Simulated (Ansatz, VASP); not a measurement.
**BP in VASP and in Ansatz**

```xyz
2
Lattice="0.0000 2.2761 2.2761 2.2761 0.0000 2.2761 2.2761 2.2761 0.0000" Properties=species:S:1:pos:R:3 pbc="T T T"
B     0.0000    0.0000    0.0000
P     1.1380    1.1380    1.1380
```

Alike in both runs: task single point; functional PBE; dispersion D3(BJ); k mesh 10 × 10 × 10; occupations gaussian, width 0.02 eV; no spin polarisation.

|  | VASP | Ansatz |
| --- | --- | --- |
| version | VASP 6.6.1 | Ansatz 0.2.0 |
| potentials or method | VASP PAW PBE potentials, release 64 (B, P), cutoff 500 eV | scalar-relativistic, plane waves, PAW |
| valence electrons in the cell | 8 | 8 |

|  | VASP | Ansatz | Ansatz less VASP |
| --- | --- | --- | --- |
| gap on the k mesh at the Fermi level (eV) | 1.25 | 1.26 | +0.004 |
| least direct gap on the mesh (eV) | 3.39 | 3.39 | +0.003 |
| pressure (GPa) | -5.0 | -4.8 | +0.22 |
